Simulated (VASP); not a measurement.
# SiNi (Pnma) in VASP: notebook

Aim: see how the results for SiNi move with the level of theory and the settings. Levels: PBEsol, PBE, revPBE, LDA. Tasks: single point.

Everything below comes from runs of VASP 6.6.1. Logs are shortened: lines on timing, memory, paths and dates and some standing lists are left out, and cuts for length are marked.

## (1) The cell of the first run

Symmetry: Pnma, No. 62, orthorhombic system. Conventional cell: a = 5.225 Å, b = 3.371 Å, c = 5.605 Å, α = 90.00°, β = 90.00°, γ = 90.00°. Ni (site symmetry m) has 6 Si at 2.29 to 2.42 Å and 4 Ni at 2.70 Å within 3.0 Å. Within 3.0 Å of Si (site symmetry m) lie 6 Ni at 2.29 to 2.42 Å and 2 Si at 2.68 Å.

## (2) Single point, PBEsol, collinear spin, ferromagnetic start

Contents of INCAR:

```
PREC = Accurate
ENCUT = 520
EDIFF = 1E-7
ISMEAR = -1
SIGMA = 0.05
LREAL = False
LASPH = True
NELM = 150
ALGO = Normal
ISIF = 2
LWAVE = False
LCHARG = False
ISPIN = 2
MAGMOM = 1 1 1 1 0 0 0 0
LORBIT = 11
LMAXMIX = 4
GGA = PS
NBANDS = 42
```

Contents of KPOINTS:

```
Automatic mesh
0
Gamma
  5 7 4
```

Contents of POSCAR:

```
SiNi
1.0
    5.2248310000      0.0000000000      0.0000000000
    0.0000000000      3.3714810000      0.0000000000
    0.0000000000      0.0000000000      5.6049000000
Ni Si
4 4
Direct
    0.9922100000      0.7500000000      0.8124800000
    0.5077900000      0.2500000000      0.3124800000
    0.4922100000      0.7500000000      0.6875200000
    0.0077900000      0.2500000000      0.1875200000
    0.6787200000      0.2500000000      0.9175000000
    0.8212800000      0.7500000000      0.4175000000
    0.1787200000      0.2500000000      0.5825000000
    0.3212800000      0.7500000000      0.0825000000
```

Potentials or basis: VASP PAW PBE potentials, release 64 (Ni, Si).

Command:

```console
> cat potpaw_PBE.64/Ni/POTCAR potpaw_PBE.64/Si/POTCAR > POTCAR
> mpirun -np 1 vasp_std > vasp.out
```

OUTCAR:

```text
PREC = Accurate
   ENCUT = 520
   EDIFF = 1E-7
   ISMEAR = -1
   LREAL = False
   LASPH = True
   NELM = 150
   ISIF = 2
   ISPIN = 2
   LORBIT = 11
   GGA = PS

 ion  position               nearest neighbor table
   1  0.992  0.750  0.812-   8 2.29   7 2.34   7 2.34   6 2.39   5 2.42   5 2.42   4 2.70   4 2.70
                             3 2.70   3 2.70
   2  0.508  0.250  0.312-   7 2.29   8 2.34   8 2.34   5 2.39   6 2.42   6 2.42   3 2.70   3 2.70
                             4 2.70   4 2.70
   3  0.492  0.750  0.688-   6 2.29   5 2.34   5 2.34   8 2.39   7 2.42   7 2.42   2 2.70   2 2.70
                             1 2.70   1 2.70
   4  0.008  0.250  0.188-   5 2.29   6 2.34   6 2.34   7 2.39   8 2.42   8 2.42   1 2.70   1 2.70
                             2 2.70   2 2.70
   5  0.679  0.250  0.917-   4 2.29   3 2.34   3 2.34   2 2.39   1 2.42   1 2.42   8 2.68   8 2.68

   6  0.821  0.750  0.417-   3 2.29   4 2.34   4 2.34   1 2.39   2 2.42   2 2.42   7 2.68   7 2.68

   7  0.179  0.250  0.583-   2 2.29   1 2.34   1 2.34   4 2.39   3 2.42   3 2.42   6 2.68   6 2.68

   8  0.321  0.750  0.083-   1 2.29   2 2.34   2 2.34   3 2.39   4 2.42   4 2.42   5 2.68   5 2.68

  LATTYP: Found a simple orthorhombic cell.
 ALAT       =     3.3714810000
 B/A-ratio  =     1.5497139091
 C/A-ratio  =     1.6624444866

  Lattice vectors:

 A1 = (   0.0000000000,  -3.3714810000,   0.0000000000)
 A2 = (   5.2248310000,   0.0000000000,   0.0000000000)
 A3 = (   0.0000000000,   0.0000000000,   5.6049000000)

Analysis of symmetry for initial positions (statically):
=====================================================================
 Subroutine PRICEL returns:
 Original cell was already a primitive cell.

 Routine SETGRP: Setting up the symmetry group for a
 simple orthorhombic supercell.

 Subroutine GETGRP returns: Found  8 space group operations
 (whereof  2 operations were pure point group operations)
 out of a pool of  8 trial point group operations.

The static configuration has the point symmetry S_2 .
 The point group associated with its full space group is D_2h.

Analysis of symmetry for dynamics (positions and initial velocities):
=====================================================================
 Subroutine PRICEL returns:
 Original cell was already a primitive cell.

 Routine SETGRP: Setting up the symmetry group for a
 simple orthorhombic supercell.

 Subroutine GETGRP returns: Found  8 space group operations
 (whereof  2 operations were pure point group operations)
 out of a pool of  8 trial point group operations.

The dynamic configuration has the point symmetry S_2 .
[... 172 lines left out ...]
  ---------------------------------------------------
  free energy    TOTEN  =       -52.17965652 eV

  energy without entropy =      -52.16990645  energy(sigma->0) =      -52.17478149

 E-fermi :  10.0455     XC(G=0): -12.2346

 val. band max:        9.9549412727   @ k =   0.0000   0.4286   0.2500
 cond. band min:      10.1144494787   @ k =   0.4000   0.0000   0.0000
 fundamental gap:      0.1595082060
 Fermi energy:        10.0455095097

 spin component 1

 k-point     1 :       0.0000    0.0000    0.0000
  band No.  band energies     occupation
      1      -2.7901      1.00000
      2       0.5125      1.00000
      3       1.8586      1.00000
      4       2.2507      1.00000
      5       3.6236      1.00000
      6       4.0865      1.00000
[... 1021 lines left out ...]
     39      16.7433      0.00000
     40      16.9895      0.00000

 [... further k-points ...]

 spin component 2

 k-point     1 :       0.0000    0.0000    0.0000
  band No.  band energies     occupation
      1      -2.7901      1.00000
      2       0.5125      1.00000
      3       1.8586      1.00000
      4       2.2507      1.00000
      5       3.6236      1.00000
      6       4.0865      1.00000
[... 1021 lines left out ...]
     39      16.7433      0.00000
     40      16.9895      0.00000

 [... further k-points ...]

 [bands above 40 left out]

------------------------ aborting loop because EDIFF is reached ----------------------------------------

  FORCE on cell =-STRESS in cart. coord.  units (eV):
  Direction    XX          YY          ZZ          XY          YZ          ZX
  --------------------------------------------------------------------------------------
  -------------------------------------------------------------------------------------
  Total       -5.7655404     -4.3636240     -3.6664646      0.0000000      0.0000000      0.0000000
  in kB      -93.5599051    -70.8104039    -59.4972988      0.0000000      0.0000000      0.0000000
  external PRESSURE =     -74.6225359 kB  Pullay stress =       0.0000000 kB

 VOLUME and BASIS-vectors are now :
 -----------------------------------------------------------------------------
  energy-cutoff  :      520.00
  volume of cell :       98.73
      direct lattice vectors                 reciprocal lattice vectors
     5.224831000  0.000000000  0.000000000     0.191393750  0.000000000  0.000000000
     0.000000000  3.371481000  0.000000000     0.000000000  0.296605557  0.000000000
     0.000000000  0.000000000  5.604900000     0.000000000  0.000000000  0.178415315

 POSITION                                       TOTAL-FORCE (eV/Angst)
 -----------------------------------------------------------------------------------
      5.18413      2.52861      4.55387         0.007713      0.000000     -0.062875
      2.65312      0.84287      1.75142        -0.007713      0.000000     -0.062875
      2.57171      2.52861      3.85348         0.007713     -0.000000      0.062875
      0.04070      0.84287      1.05103        -0.007713     -0.000000      0.062875
      3.54620      0.84287      5.14250         0.065943      0.000000     -0.071312
      4.29105      2.52861      2.34005        -0.065943      0.000000     -0.071312
      0.93378      0.84287      3.26485         0.065943      0.000000      0.071312
      1.67863      2.52861      0.46240        -0.065943      0.000000      0.071312
 -----------------------------------------------------------------------------------
    total drift:                               -0.000000      0.000000     -0.000000

  FREE ENERGIE OF THE ION-ELECTRON SYSTEM (eV)
  ---------------------------------------------------
  free  energy   TOTEN  =       -52.1796565213 eV

  energy  without entropy=      -52.1699064526  energy(sigma->0) =      -52.17478149

 total charge

# of ion       s       p       d       tot
------------------------------------------
    1        0.495   0.624   8.441   9.559
    2        0.495   0.624   8.441   9.559
    3        0.495   0.624   8.441   9.559
    4        0.495   0.624   8.441   9.559
    5        0.760   0.836   0.000   1.596
    6        0.760   0.836   0.000   1.596
    7        0.760   0.836   0.000   1.596
    8        0.760   0.836   0.000   1.596
--------------------------------------------------
tot          5.020   5.839  33.762  44.621

 magnetization (x)

# of ion       s       p       d       tot
------------------------------------------
    1        0.000   0.000  -0.000  -0.000
    2        0.000   0.000  -0.000  -0.000
    3        0.000   0.000  -0.000  -0.000
    4        0.000   0.000  -0.000  -0.000
    5        0.000   0.000   0.000   0.000
    6        0.000   0.000   0.000   0.000
    7        0.000   0.000   0.000   0.000
    8        0.000   0.000   0.000   0.000
--------------------------------------------------
tot          0.000   0.000  -0.000  -0.000
```

stdout:

```text
POSCAR found type information on POSCAR NiSi
 POSCAR found :  2 types and       8 ions
 scaLAPACK will be used
 -----------------------------------------------------------------------------
|                                                                             |
|                                                                             |
|     You enforced a specific xc type in the INCAR file but a different       |
|     I HOPE YOU KNOW WHAT YOU ARE DOING!                                     |
|                                                                             |
 -----------------------------------------------------------------------------

 LDA part: xc-table for (Slater+PW92), standard interpolation
 POSCAR, INCAR and KPOINTS ok, starting setup
 FFT: planning ... GRIDC
 FFT: planning ... GRID_SOFT
 FFT: planning ... GRID
 WAVECAR not read
 entering main loop
```

It took 4.3 min on 1 thread of Intel Xeon Platinum 8124M at 3.00GHz (Skylake/Cascade Lake), shared host; peak memory 0.37 GiB.

Results:

- Free energy: -52.1797 eV
- Pressure: -7.5 GPa
- Largest force: 0.097 eV/Å
- Band gap on the k mesh: zero (filled and empty bands overlap)
- Net moment: 0.00 μB per cell
- Valence electrons inside the program's atomic spheres: Ni 9.56; Si 1.60

Forces on the atoms (eV/Å):
```
Ni   0.008  0.000 -0.063
Ni  -0.008  0.000 -0.063
Ni   0.008  0.000  0.063
Ni  -0.008  0.000  0.063
Si   0.066  0.000 -0.071
Si  -0.066  0.000 -0.071
Si   0.066  0.000  0.071
Si  -0.066  0.000  0.071
```

Stress tensor (GPa, compression positive):
```
-9.36  0.00  0.00
 0.00 -7.08  0.00
 0.00  0.00 -5.95
```

Caveat: the cell stands under tension; the moments typed at the start vanished in this run; the PAW data sets were made with another functional, which shifts forces and pressure a little.

## (3) Single point, PBE, collinear spin, ferromagnetic start

This run uses another cell than the first one, of 12.10 Å³/atom.

Contents of INCAR:

```
SYSTEM = SiNi
PREC = Accurate ; ENCUT = 520
EDIFF = 1E-6 ; ISMEAR = 0
SIGMA = 0.014 ; LREAL = .FALSE.
LASPH = .TRUE. ; NELM = 150
ALGO = Normal ; ISIF = 2
LWAVE = .FALSE. ; LCHARG = .FALSE.
ISPIN = 2 ; MAGMOM = 1 1 1 1 0 0 0 0
LORBIT = 11 ; LMAXMIX = 4
GGA = PE ; NBANDS = 42
```

Contents of KPOINTS:

```
regular mesh
0
G
  5 8 5
  0 0 0
```

Changes to POSCAR since step 2:

```diff
@@ -2,4 +2,4 @@
 1.0
-    5.2248310000      0.0000000000      0.0000000000
-    0.0000000000      3.3714810000      0.0000000000
+    5.1731000000      0.0000000000      0.0000000000
+    0.0000000000      3.3381000000      0.0000000000
     0.0000000000      0.0000000000      5.6049000000
```

Potentials or basis: VASP PAW PBE potentials, release 64 (Ni, Si).

Command:

```console
> cat potpaw_PBE.64/Ni/POTCAR potpaw_PBE.64/Si/POTCAR > POTCAR
> mpirun -np 1 vasp_std > vasp.out
```

OUTCAR:

```text
SYSTEM = SiNi
   PREC = Accurate
   ENCUT = 520
   EDIFF = 1E-6
   ISMEAR = 0
   LREAL = .FALSE.
   LASPH = .TRUE.
   NELM = 150
   ISIF = 2
   ISPIN = 2
   LORBIT = 11
   GGA = PE

 ion  position               nearest neighbor table
   1  0.992  0.750  0.812-   8 2.28   7 2.32   7 2.32   6 2.38   5 2.40   5 2.40   3 2.68   3 2.68
                             4 2.69   4 2.69
   2  0.508  0.250  0.312-   7 2.28   8 2.32   8 2.32   5 2.38   6 2.40   6 2.40   4 2.68   4 2.68
                             3 2.69   3 2.69
   3  0.492  0.750  0.688-   6 2.28   5 2.32   5 2.32   8 2.38   7 2.40   7 2.40   1 2.68   1 2.68
                             2 2.69   2 2.69
   4  0.008  0.250  0.188-   5 2.28   6 2.32   6 2.32   7 2.38   8 2.40   8 2.40   2 2.68   2 2.68
                             1 2.69   1 2.69
   5  0.679  0.250  0.917-   4 2.28   3 2.32   3 2.32   2 2.38   1 2.40   1 2.40   8 2.66   8 2.66
[... 2331 lines left out ...]
      4.24856      2.50357      2.34005         0.000846     -0.000000     -0.042901
      0.92454      0.83452      3.26485        -0.000846     -0.000000      0.042901
      1.66201      2.50357      0.46240         0.000846     -0.000000      0.042901
 -----------------------------------------------------------------------------------
    total drift:                               -0.000000      0.000000     -0.000000

  FREE ENERGIE OF THE ION-ELECTRON SYSTEM (eV)
  ---------------------------------------------------
  free  energy   TOTEN  =       -47.5834391599 eV

  energy  without entropy=      -47.5830413910  energy(sigma->0) =      -47.58324028

 total charge

# of ion       s       p       d       tot
------------------------------------------
    1        0.497   0.641   8.446   9.584
    2        0.497   0.641   8.446   9.584
    3        0.497   0.641   8.446   9.584
    4        0.497   0.641   8.446   9.584
    5        0.761   0.853   0.000   1.615
    6        0.761   0.853   0.000   1.615
    7        0.761   0.853   0.000   1.615
    8        0.761   0.853   0.000   1.615
--------------------------------------------------
tot          5.034   5.978  33.784  44.797

 magnetization (x)

# of ion       s       p       d       tot
------------------------------------------
    1       -0.000  -0.000  -0.000  -0.000
    2       -0.000  -0.000  -0.000  -0.000
    3       -0.000  -0.000  -0.000  -0.000
    4       -0.000  -0.000  -0.000  -0.000
    5       -0.000  -0.000   0.000  -0.000
    6       -0.000  -0.000   0.000  -0.000
    7       -0.000  -0.000   0.000  -0.000
    8       -0.000  -0.000   0.000  -0.000
--------------------------------------------------
tot         -0.000  -0.000  -0.000  -0.000
```

stdout:

```text
POSCAR found type information on POSCAR NiSi
 POSCAR found :  2 types and       8 ions
 scaLAPACK will be used
 LDA part: xc-table for (Slater+PW92), standard interpolation
 POSCAR, INCAR and KPOINTS ok, starting setup
 FFT: planning ... GRIDC
 FFT: planning ... GRID_SOFT
 FFT: planning ... GRID
 WAVECAR not read
 entering main loop
```

Run time: 12 min. Hardware: 1 thread of Intel Xeon 8259CL, shared host; peak memory 0.41 GiB.

What came out:

```yaml
Free_energy: -47.5834 eV
Pressure: 1.7 GPa
Largest_force: 0.057 eV/Å
Band_gap_on_the_k_mesh: zero (filled and empty bands overlap)
Net_moment: 0.00 μB per cell
Valence_electrons_inside_the_program's_atomic_spheres: Ni 9.58; Si 1.61
```

Forces in eV/Å, atoms in the order of the input:
```
Ni  -0.045  0.000 -0.035
Ni   0.045  0.000 -0.035
Ni  -0.045  0.000  0.035
Ni   0.045  0.000  0.035
Si  -0.001  0.000 -0.043
Si   0.001  0.000 -0.043
Si  -0.001  0.000  0.043
Si   0.001  0.000  0.043
```

Caveat: the moments typed at the start vanished in this run.

## (4) Single point, revPBE, collinear spin, ferromagnetic start

This run uses another cell than the first one, of 12.10 Å³/atom.

Contents of INCAR:

```
ALGO = Normal
EDIFF = 1E-6
ENCUT = 520
GGA = RE
ISIF = 2
ISMEAR = -1
ISPIN = 2
LASPH = T
LCHARG = F
LMAXMIX = 4
LORBIT = 11
LREAL = F
LWAVE = F
MAGMOM = 1 1 1 1 0 0 0 0
NBANDS = 42
NELM = 150
PREC = Accurate
SIGMA = 0.05
```

Contents of KPOINTS:

```
k-points
0
Gamma
  5 8 5
```

POSCAR is that of step 3.

Command:

```console
> cat potpaw_PBE.64/Ni/POTCAR potpaw_PBE.64/Si/POTCAR > POTCAR
> mpirun -np 1 vasp_std > vasp.out
```

Wall time 3.1 min (1 thread of Intel Xeon 6975P-C (Granite Rapids), shared host); peak memory 0.4 GiB.

Results (log left out):

```
Free energy                                           : -44.8909 eV
Pressure                                              : 4.2 GPa
Largest force                                         : 0.065 eV/Å
Band gap on the k mesh                                : zero (filled and empty bands overlap)
Net moment                                            : 0.00 μB per cell
Valence electrons inside the program's atomic spheres : Ni 9.58; Si 1.62
```

Forces in eV/Å, atoms in the order of the input:
```
Ni  -0.055  0.000 -0.029
Ni   0.055  0.000 -0.029
Ni  -0.055  0.000  0.029
Ni   0.055  0.000  0.029
Si  -0.054  0.000 -0.037
Si   0.054  0.000 -0.037
Si  -0.054  0.000  0.037
Si   0.054  0.000  0.037
```

Stress tensor (GPa, compression positive):
```
2.69 0.00 0.00
0.00 5.54 0.00
0.00 0.00 4.49
```

Levels at points of the mesh, in eV from the Fermi level:
Spin up:
```tsv
k point	band 25	band 26	band 27	band 28	band 29	band 30	band 31	band 32
(0.00, 0.00, 0.00)	-1.88	-1.22	-1.02	-1.01	0.52	1.19	3.35	4.03
(0.00, 0.50, 0.00)	-1.88	-1.88	-1.46	-1.46	-0.65	-0.65	1.96	1.96
```
Spin down:
```csv
k point,band 24,band 25,band 26,band 27,band 28,band 29,band 30,band 31,band 32,band 33
"(0.00, 0.00, 0.00)",-1.99,-1.88,-1.22,-1.02,-1.01,0.52,1.19,3.35,4.03,4.15
"(0.00, 0.50, 0.00)",-2.11,-1.88,-1.88,-1.46,-1.46,-0.65,-0.65,1.96,1.96,2.50
```

Caveat: the cell stands under pressure; the moments typed at the start vanished in this run; the PAW data sets were made with another functional, which shifts forces and pressure a little.

(Continued in part 2 of 2.)

The gap in the log of VASP goes by the Fermi energy; the results here count the filled bands.